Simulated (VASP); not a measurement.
**CdF2: single point with LDA**

Crystal: CdF2.

```
Cd F
1.0
     0.00000    2.69400    2.69400
     2.69400    0.00000    2.69400
     2.69400    2.69400    0.00000
Cd F
1 2
Direct
  0.00000 0.00000 0.00000
  0.25000 0.25000 0.25000
  0.75000 0.75000 0.75000
```

- Program: VASP 6.6.1
- Task: single point
- Functional: LDA
- Potentials or basis: VASP PAW LDA potentials, release 64 (Cd_sv_GW, F)
- Cutoff: 600 eV
- k mesh: 6 × 6 × 6
- Occupations: methfessel-paxton, width 0.01 eV
- Spin: no spin polarisation

| Property | Result |
| --- | --- |
| Pressure | -6.3 GPa |
| Band gap on the k mesh | 2.83 eV, indirect (least direct gap 3.29 eV) |

Levels at points of the mesh, in eV from the valence-band top:
```
           k point  band 14  band 15  band 16  band 17  band 18  band 19  band 20  band 21
(0.00, 0.00, 0.00)    -0.99    -0.46    -0.46    -0.46     2.83    12.33    12.33    12.33
(0.50, 0.00, 0.00)    -1.89    -1.89    -0.37    -0.37     6.98     8.80    14.17    14.17
(0.50, 0.50, 0.00)    -3.03    -0.52    -0.07    -0.07     7.79     9.38    11.48    13.95
```

Run time: 18 s on 1 thread of Intel(R) Xeon(R) Platinum 8259CL CPU @ 2.50GHz (Skylake/Cascade Lake), with other jobs on the host, peak memory 0.16 GiB.

A k mesh can miss the band edges.
